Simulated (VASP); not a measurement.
Set up this calculation in VASP 6.6.1, as the native input.

```
Task                   : single point
Functional             : LDA
Potentials or basis    : VASP PAW LDA potentials, release 64 (Al, N)
Cutoff                 : 600 eV
k mesh                 : 6 × 6 × 4
Occupations            : gaussian, width 0.1 eV
Spin                   : no spin polarisation
Dipole correction      : no
Further INCAR settings : ALGO = Normal; EDIFF = 1e-06; NBANDS = 16
```

The structure of AlN lies in POSCAR:

```
AlN
1.0
    3.3121157418      0.0000000000      0.0000000000
   -1.6560578709      2.8683763727      0.0000000000
    0.0000000000      0.0000000000      4.1875630000
Al N
2 2
Direct
    0.3333333300      0.6666666700      0.7500000000
    0.6666666700      0.3333333300      0.2500000000
    0.3333333300      0.6666666700      0.2500000000
    0.6666666700      0.3333333300      0.7500000000
```

One way to write it, as run:

INCAR

```
  ALGO = Normal
  EDIFF = 1E-6
  ENCUT = 600
  GGA_COMPAT = False
  ISIF = 2
  ISMEAR = 0
  LASPH = True
  LCHARG = False
  LREAL = False
  LWAVE = False
  NBANDS = 16
  NELM = 120
  PREC = Accurate
  SIGMA = 0.1
```

KPOINTS

```
k-points
0
Gamma
  6 6 4
```

Potentials or basis: VASP PAW LDA potentials, release 64 (Al, N).

The run is started by

```sh
$ cat potpaw_LDA.64/Al/POTCAR potpaw_LDA.64/N/POTCAR > POTCAR
$ mpirun -np 1 vasp_std > vasp.out
```

Results of the run:

```
Pressure               : -8.3 GPa
Band gap on the k mesh : 3.28 eV, direct
```

It took 26 s on 1 thread of Intel(R) Xeon(R) Platinum 8488C (Sapphire Rapids), with other jobs on the host, peak memory 0.14 GiB.
